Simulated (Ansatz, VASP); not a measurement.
**Two plane-wave programs on Cs4Zn**

The input INCAR:

```
SYSTEM = Cs4Zn
PREC = Accurate
ENCUT = 520
EDIFF = 1E-6
ISMEAR = 0
SIGMA = 0.1
LREAL = .False.
LASPH = .True.
NELM = 80
ALGO = Fast
ISIF = 2
LWAVE = .False.
LCHARG = .False.
GGA = PE
NBANDS = 32
```

The input KPOINTS:

```
Automatic mesh
0
Gamma
  6 6 6
  0 0 0
```

Contents of POSCAR:

```
Cs4Zn
1.0
    7.9475443254      0.0000000000      0.0000000000
    0.0000000000      7.9475443254      0.0000000000
    0.0000000000      0.0000000000      7.9475443254
Cs Zn
4 1
Direct
    0.5000000000      0.0000000000      0.0000000000
    0.0000000000      0.5000000000      0.0000000000
    0.0000000000      0.0000000000      0.5000000000
    0.5000000000      0.5000000000      0.5000000000
    0.0000000000      0.0000000000      0.0000000000
```

Input for Ansatz:

```yaml
crystal:
  lattice:
    - [7.9475443254, 0.0, 0.0]
    - [0.0, 7.9475443254, 0.0]
    - [0.0, 0.0, 7.9475443254]
  atoms:
    - { symbol: Cs, position: [0.5, 0.0, 0.0] }
    - { symbol: Cs, position: [0.0, 0.5, 0.0] }
    - { symbol: Cs, position: [0.0, 0.0, 0.5] }
    - { symbol: Cs, position: [0.5, 0.5, 0.5] }
    - { symbol: Zn, position: [0.0, 0.0, 0.0] }
basis:
  ecutwfc: 420
kpoints:
  mp_grid: { grid: [6, 6, 6] }
hamiltonian:
  xc: pbe
scf:
  occupations: { method: gaussian, width: 0.1 }
output:
  forces: true
  stress: true
  eigenvalues: true
```

Alike in both runs: task single point; functional PBE; k mesh 6 × 6 × 6; occupations gaussian, width 0.1 eV; no spin polarisation.

|  | VASP | Ansatz |
| --- | --- | --- |
| version | VASP 6.6.1 | Ansatz 0.2.0 |
| potentials or method | VASP PAW PBE potentials, release 64 (Cs_sv, Zn), cutoff 520 eV | scalar-relativistic, plane waves, PAW |
| valence electrons in the cell | 48 | 48 |

|  | VASP | Ansatz | Ansatz less VASP |
| --- | --- | --- | --- |
| gap on the k mesh at the Fermi level (eV) | none | none | - |
| pressure (GPa) | -0.2 | -0.2 | +0.01 |

A gap of «none» marks a metal or a gap that the smearing closes.

Spin-orbit coupling is off throughout.
